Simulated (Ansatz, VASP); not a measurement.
This is a calculation of Cu for VASP 6.6.1.

INCAR

```
SYSTEM = Cu
PREC = Accurate ; ENCUT = 600
EDIFF = 1E-6 ; ISMEAR = -1
SIGMA = 0.05 ; LREAL = .False.
LASPH = .True. ; NELM = 120
ALGO = Normal ; ISIF = 2
LWAVE = .False. ; LCHARG = .True.
GGA = CA ; LELF = .True.
LVHAR = .True. ; NBANDS = 12
GGA_COMPAT = .False.
```

The input KPOINTS:

```
regular mesh
0
Gamma
  13 13 13
  0 0 0
```

POSCAR

```
Cu
1.0
    0.0000000000      1.7706018915      1.7706018915
    1.7706018915      0.0000000000      1.7706018915
    1.7706018915      1.7706018915      0.0000000000
Cu
1
Direct
    0.0000000000      0.0000000000      0.0000000000
```

Potentials or basis: VASP PAW LDA potentials, release 64 (Cu).

Run with:

```console
$ cat potpaw_LDA.64/Cu/POTCAR > POTCAR
$ mpirun -np 1 vasp_std > vasp.out
```

Question: Translate it to Ansatz 0.2.0. Potentials there: all-electron LAPW, scalar-relativistic.

Answer: As run (the cutoff follows the program's own potentials):

Contents of input.yaml:

```yaml
crystal:
  lattice:
    - [0.0, 1.7706018915, 1.7706018915]
    - [1.7706018915, 0.0, 1.7706018915]
    - [1.7706018915, 1.7706018915, 0.0]
  atoms:
    - { symbol: Cu, position: [0.0, 0.0, 0.0] }
kpoints:
  mp_grid: { grid: [13, 13, 13] }
scf:
  occupations: { method: fermi_dirac, width: 0.05 }
hamiltonian:
  xc: lda
  pseudopotentials: { kind: all_electron, lapw: { basis_error: 0.001 } }
output:
  forces: true
  stress: true
  eigenvalues: true
```

Potentials or basis: all-electron LAPW, scalar-relativistic.

The run is started by

```sh
$ ansatz run input.yaml --threads 1 --pin off --max-ram 3072MiB --backend cpu --events-out ev --progress --plain --runs-dir out
```

Both were run:

|  | VASP | Ansatz | Ansatz less VASP |
| --- | --- | --- | --- |
| gap on the k mesh at the Fermi level (eV) | none | none | - |
| pressure (GPa) | -2.7 | -3.6 | -0.94 |

LDA's correlation is that of Perdew and Zunger in VASP and of Perdew and Wang (1992) in Ansatz. A gap of «none» marks a metal or a gap that the smearing closes. Ansatz ran all-electron here, and VASP with PAW potentials.
